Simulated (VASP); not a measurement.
# P2W (Cmc2_1) in VASP: further runs

The runs below take P2W through single point, with LDA.

Program: VASP 6.6.1. These are calculated values, not measurements. Logs are shortened: lines on timing, memory, paths and dates and some standing lists are left out, and cuts for length are marked.

**1. The cell of the first run**

The structure is orthorhombic, space group Cmc2_1 (No. 36). The conventional cell has a = 3.165 Å, b = 11.160 Å, c = 4.973 Å, α = 90.00°, β = 90.00°, γ = 90.00°. P (site symmetry m) has 3 P at 2.15 to 2.94 Å and 4 W at 2.48 to 2.49 Å within 3.0 Å. P (site symmetry m) has 1 P at 2.15 Å and 3 W at 2.49 Å within 2.9 Å. Within 3.3 Å of W (site symmetry m) lie 7 P at 2.48 to 2.49 Å and 4 W at 3.16 to 3.24 Å.

**2. Single point, LDA**

Contents of INCAR:

```
PREC = Accurate
ENCUT = 500
EDIFF = 1E-6
ISMEAR = 0
SIGMA = 0.1
LREAL = False
LASPH = True
NELM = 120
ALGO = Normal
ISIF = 2
LWAVE = False
LCHARG = False
NBANDS = 33
GGA_COMPAT = False
```

Contents of KPOINTS:

```
Automatic mesh
0
Gamma
  6 6 4
```

Contents of POSCAR:

```
P2W
1.0
    1.5824500000     -5.5799500000      0.0000000000
    1.5824500000      5.5799500000      0.0000000000
    0.0000000000      0.0000000000      4.9732000000
P W
4 2
Direct
    0.5701000000      0.4299000000      0.1167000000
    0.4299000000      0.5701000000      0.6167000000
    0.7020000000      0.2980000000      0.8003000000
    0.2980000000      0.7020000000      0.3003000000
    0.9068600000      0.0931400000      0.0000000000
    0.0931400000      0.9068600000      0.5000000000
```

Potentials or basis: VASP PAW LDA potentials, release 64 (P, W_sv).

The run is started by

```
$ cat potpaw_LDA.64/P/POTCAR potpaw_LDA.64/W_sv/POTCAR > POTCAR
$ mpirun -np 1 vasp_std > vasp.out
```

OUTCAR:

```text
PREC = Accurate
   ENCUT = 500
   EDIFF = 1E-6
   ISMEAR = 0
   LREAL = False
   LASPH = True
   NELM = 120
   ISIF = 2

 ion  position               nearest neighbor table
   1  0.570  0.430  0.117-   3 2.15   5 2.48   5 2.48   6 2.49   6 2.49   2 2.94   2 2.94
   2  0.430  0.570  0.617-   4 2.15   6 2.48   6 2.48   5 2.49   5 2.49   1 2.94   1 2.94
   3  0.702  0.298  0.800-   1 2.15   6 2.49   6 2.49   5 2.49
   4  0.298  0.702  0.300-   2 2.15   5 2.49   5 2.49   6 2.49
   5  0.907  0.093  0.000-   1 2.48   1 2.48   2 2.49   2 2.49   4 2.49   4 2.49   3 2.49   6 3.24
                             6 3.24
   6  0.093  0.907  0.500-   2 2.48   2 2.48   1 2.49   1 2.49   3 2.49   3 2.49   4 2.49   5 3.24
                             5 3.24

  LATTYP: Found a base centered orthorhombic cell.
 ALAT       =     3.1649000000
 B/A-ratio  =     3.5261461658
 C/A-ratio  =     1.5713608645

  Lattice vectors:

 A1 = (   1.5824500000,  -5.5799500000,   0.0000000000)
 A2 = (   1.5824500000,   5.5799500000,   0.0000000000)
 A3 = (   0.0000000000,   0.0000000000,   4.9732000000)

Analysis of symmetry for initial positions (statically):
=====================================================================
 Subroutine PRICEL returns:
 Original cell was already a primitive cell.

 Routine SETGRP: Setting up the symmetry group for a
 base centered orthorhombic supercell.

 Subroutine GETGRP returns: Found  4 space group operations
 (whereof  2 operations were pure point group operations)
 out of a pool of  8 trial point group operations.

The static configuration has the point symmetry C_1h.
 The point group associated with its full space group is C_2v.

Analysis of symmetry for dynamics (positions and initial velocities):
=====================================================================
 Subroutine PRICEL returns:
 Original cell was already a primitive cell.

 Routine SETGRP: Setting up the symmetry group for a
 base centered orthorhombic supercell.

 Subroutine GETGRP returns: Found  4 space group operations
 (whereof  2 operations were pure point group operations)
 out of a pool of  8 trial point group operations.

The dynamic configuration has the point symmetry C_1h.
 The point group associated with its full space group is C_2v.

 Subroutine INISYM returns: Found  4 space group operations
 (whereof  2 operations are pure point group operations),
 and found     1 'primitive' translations

----------------------------------------------------------------------------------------

                                     Primitive cell

  volume of cell :      87.8266

  direct lattice vectors                    reciprocal lattice vectors
     1.582450000 -5.579950000  0.000000000     0.315965749 -0.089606538  0.000000000
     1.582450000  5.579950000  0.000000000     0.315965749  0.089606538  0.000000000
     0.000000000  0.000000000  4.973200000     0.000000000  0.000000000  0.201077777

  length of vectors
     5.799999138  5.799999138  4.973200000     0.328426074  0.328426074  0.201077777

  position of ions in fractional coordinates (direct lattice)
     0.570100000  0.429900000  0.116700000
     0.429900000  0.570100000  0.616700000
     0.702000000  0.298000000  0.800300000
     0.298000000  0.702000000  0.300300000
     0.906860000  0.093140000  0.000000000
     0.093140000  0.906860000  0.500000000

  ion indices of the primitive-cell ions
   primitive index   ion index
                 1           1
                 2           2
                 3           3
                 4           4
                 5           5
                 6           6

----------------------------------------------------------------------------------------

 KPOINTS: Automatic mesh

Automatic generation of k-mesh.
 Grid dimensions read from file:
 generate k-points for:    6    6    4

 Generating k-lattice:

  Cartesian coordinates                     Fractional coordinates (reciprocal lattice)
     0.052660958 -0.014934423  0.000000000     0.166666667  0.000000000  0.000000000
     0.052660958  0.014934423  0.000000000     0.000000000  0.166666667  0.000000000
     0.000000000  0.000000000  0.050269444     0.000000000  0.000000000  0.250000000

  Length of vectors
     0.054737679  0.054737679  0.050269444

  Shift w.r.t. Gamma in fractional coordinates (k-lattice)
     0.000000000  0.000000000  0.000000000

 Subroutine IBZKPT returns following result:
 ===========================================

 Found     39 irreducible k-points:

 Following reciprocal coordinates:
            Coordinates               Weight
  0.000000  0.000000  0.000000      1.000000
  0.166667 -0.000000  0.000000      4.000000
  0.333333 -0.000000  0.000000      4.000000
  0.500000  0.000000  0.000000      2.000000
  0.166667  0.166667  0.000000      2.000000
  0.333333  0.166667  0.000000      4.000000
[... 16 lines left out ...]
  0.333333  0.333333  0.250000      4.000000
  0.500000  0.333333  0.250000      8.000000
 [... further k-points ...]
   k-points           NKPTS =     39   k-points in BZ     NKDIM =     39   number of bands    NBANDS=     33
   number of dos      NEDOS =    301   number of ions     NIONS =      6
   total plane-waves  NPLWV =  63504
   dimension x,y,z NGX =    42 NGY =   42 NGZ =   36
   dimension x,y,z NGXF=    84 NGYF=   84 NGZF=   72
   ions per type =               4   2
   NGX,Y,Z   is equivalent  to a cutoff of  12.04, 12.04, 12.03 a.u.
   NGXF,Y,Z  is equivalent  to a cutoff of  24.08, 24.08, 24.07 a.u.
 SYSTEM =  unknown system
   PREC   = accura    normal or accurate (medium, high low for compatibility)
   ISTART =      0    job   : 0-new  1-cont  2-samecut
   ICHARG =      2    charge: 1-file 2-atom 10-const
   ISPIN  =      1    spin polarized calculation?
   LNONCOLLINEAR =      F non collinear calculations
   LSORBIT =      F    spin-orbit coupling
   LASPH  =      T    aspherical Exc in radial PAW
   ENCUT  =  500.0 eV  36.75 Ry    6.06 a.u.  10.57 10.57  9.07*2*pi/ulx,y,z
   NELM   =    120;   NELMIN=  2; NELMDL= -5     # of ELM steps
   EDIFF  = 0.1E-05   stopping-criterion for ELM
   LREAL  =      F    real-space projection
   EDIFFG = 0.1E-04   stopping-criterion for IOM
   NSW    =      0    number of steps for IOM
   IBRION =     -1    ionic relax: 0-MD 1-quasi-New 2-CG
   NFREE  =      0    steps in history (QN), initial steepest desc. (CG)
   ISIF   =      2    stress and relaxation
   ISYM   =      2    0-nonsym 1-usesym 2-fastsym
   POTIM  = 0.5000    time-step for ionic-motion
   TEBEG  =    0.0;   TEEND  =   0.0 temperature during run
   PSTRESS=    0.0 pullay stress
   NELECT =      48.0000    total number of electrons
   NUPDOWN=      -1.0000    fix difference up-down
   EMIN   =  10.00;   EMAX   =-10.00  energy-range for DOS
   EFERMI =   0.00;   METHOD = LEGACY
   ISMEAR =     0;   SIGMA  =   0.10  broadening in eV -4-tet -1-fermi 0-gaus
   EFERMI_NEDOS =   21; number of points for ismear=-14 and -15
   IALGO  =     38    algorithm
   IMIX   =      4    mixing-type and parameters
     AMIX     =   0.40;   BMIX     =  1.00
     AMIX_MAG =   1.60;   BMIX_MAG =  1.00
  volume/ion in A,a.u.               =      14.64        98.78
  Fermi-wavevector in a.u.,A,eV,Ry     =   1.338484  2.529368 24.375372  1.791539
  Thomas-Fermi vector in A             =   2.466951
   LORBIT       =      0    0 simple, 1 ext, 2 COOP (PROOUT), +10 PAW based schemes
   GGA     = CA    functional components
   LHFCALC =     F    Hartree Fock is set to
   AEXX    =    0.0000 exact exchange contribution
   IVDW    =     0    specifies the selected vdW correction
   LEPSILON=     F    determine dielectric tensor
   LRPA    =     F    only Hartree local field effects (RPA)
 non-spin polarized calculation
 Gauss-broadening in eV      SIGMA  =   0.10
  energy-cutoff  :      500.00
  volume of cell :       87.83
 maximum number of plane-waves:      2254
   NGX = 21   NGY = 21   NGZ = 19

 number of electron      48.0000004 magnetization

 Free energy of the ion-electron system (eV)
  ---------------------------------------------------
  ext. energy  EPLUGINS =         0.00000000
  ---------------------------------------------------
  free energy    TOTEN  =       -55.33530710 eV

  energy without entropy =      -55.32870705  energy(sigma->0) =      -55.33200707

 E-fermi :  10.4926     XC(G=0): -12.3259

 val. band max:       10.4753835745   @ k =   0.5000   0.3333   0.0000
 cond. band min:      10.5038139140   @ k =   0.3333  -0.0000   0.0000
 fundamental gap:      0.0284303396
 Fermi energy:        10.4926296617

 k-point     1 :       0.0000    0.0000    0.0000
  band No.  band energies     occupation
      1     -63.1902      2.00000
      2     -63.1834      2.00000
      3     -27.7698      2.00000
      4     -27.7515      2.00000
      5     -27.7453      2.00000
      6     -27.6991      2.00000
[... 25 lines left out ...]
     32      15.6971      0.00000
     33      15.9435      0.00000

 k-point     2 :       0.1667   -0.0000    0.0000
  band No.  band energies     occupation
      1     -63.1877      2.00000
      2     -63.1809      2.00000
      3     -27.8371      2.00000
      4     -27.8155      2.00000
      5     -27.7363      2.00000
      6     -27.6903      2.00000
[... 25 lines left out ...]
     32      15.0757      0.00000
     33      15.6646      0.00000

 k-point     3 :       0.3333   -0.0000    0.0000
  band No.  band energies     occupation
      1     -63.1827      2.00000
      2     -63.1761      2.00000
      3     -27.9690      2.00000
      4     -27.9415      2.00000
      5     -27.7182      2.00000
      6     -27.6731      2.00000
[... 25 lines left out ...]
     32      14.3985      0.00000
     33      15.5622      0.00000

 k-point     4 :       0.5000    0.0000    0.0000
  band No.  band energies     occupation
      1     -63.1802      2.00000
      2     -63.1737      2.00000
      3     -28.0338      2.00000
      4     -28.0035      2.00000
      5     -27.7092      2.00000
      6     -27.6644      2.00000
[... 673 lines left out ...]
     32      14.9800      0.00000
     33      15.4466      0.00000

 k-point    23 :       0.3333    0.3333    0.2500
  band No.  band energies     occupation
      1     -63.1817      2.00000
      2     -63.1771      2.00000
      3     -27.9650      2.00000
      4     -27.9453      2.00000
      5     -27.7167      2.00000
      6     -27.6864      2.00000
[... 25 lines left out ...]
     32      14.9335      0.00000
     33      15.0941      0.00000

 k-point    24 :       0.5000    0.3333    0.2500
  band No.  band energies     occupation
      1     -63.1867      2.00000
      2     -63.1820      2.00000
      3     -27.8342      2.00000
      4     -27.8184      2.00000
      5     -27.7345      2.00000
      6     -27.7032      2.00000
[... 25 lines left out ...]
     32      15.1894      0.00000
     33      15.4532      0.00000

 [... further k-points ...]
[... 5 lines left out ...]
  --------------------------------------------------------------------------------------
  -------------------------------------------------------------------------------------
  Total       -2.4660327     -2.7060524     -2.6504593      0.0000000      0.0000000      0.0000000
  in kB      -44.9866010    -49.3651615    -48.3510044      0.0000000      0.0000000      0.0000000
  external PRESSURE =     -47.5675890 kB  Pullay stress =       0.0000000 kB

 VOLUME and BASIS-vectors are now :
 -----------------------------------------------------------------------------
  energy-cutoff  :      500.00
  volume of cell :       87.83
      direct lattice vectors                 reciprocal lattice vectors
     1.582450000 -5.579950000  0.000000000     0.315965749 -0.089606538  0.000000000
     1.582450000  5.579950000  0.000000000     0.315965749  0.089606538  0.000000000
     0.000000000  0.000000000  4.973200000     0.000000000  0.000000000  0.201077777

 POSITION                                       TOTAL-FORCE (eV/Angst)
 -----------------------------------------------------------------------------------
      1.58245     -0.78231      0.58037         0.000000      0.130992      0.109919
      1.58245      0.78231      3.06697         0.000000     -0.130992      0.109919
      1.58245     -2.25430      3.98005         0.000000     -0.030691     -0.069835
      1.58245      2.25430      1.49345         0.000000      0.030691     -0.069835
      1.58245     -4.54052      0.00000         0.000000     -0.050987     -0.040085
      1.58245      4.54052      2.48660         0.000000      0.050987     -0.040085
 -----------------------------------------------------------------------------------
    total drift:                               -0.000000      0.000000     -0.000645

  FREE ENERGIE OF THE ION-ELECTRON SYSTEM (eV)
  ---------------------------------------------------
  free  energy   TOTEN  =       -55.3353070975 eV

  energy  without entropy=      -55.3287070478  energy(sigma->0) =      -55.33200707
```

Wall time 2.4 min (1 thread of Oxide Virtual Turin-like, shared host); peak memory 0.21 GiB.

What came out:

```
Free energy            : -55.3353 eV
Pressure               : -4.8 GPa
Largest force          : 0.171 eV/Å
Band gap on the k mesh : zero (bands 24 and 25 overlap by 0.36 eV)
```

Forces in eV/Å, atoms in the order of the input:
```
P    0.000  0.131  0.110
P    0.000 -0.131  0.110
P    0.000 -0.031 -0.070
P    0.000  0.031 -0.070
W    0.000 -0.051 -0.040
W    0.000  0.051 -0.040
```

Stress tensor (GPa, compression positive):
```
-4.50  0.00  0.00
 0.00 -4.94  0.00
 0.00  0.00 -4.84
```

Caveat: the cell stands under tension; spin-orbit coupling is left out, which moves the levels of the heavy elements.

(Continued in part 2 of 2.)

The gap in the log of VASP goes by the Fermi energy; the results here count the filled bands.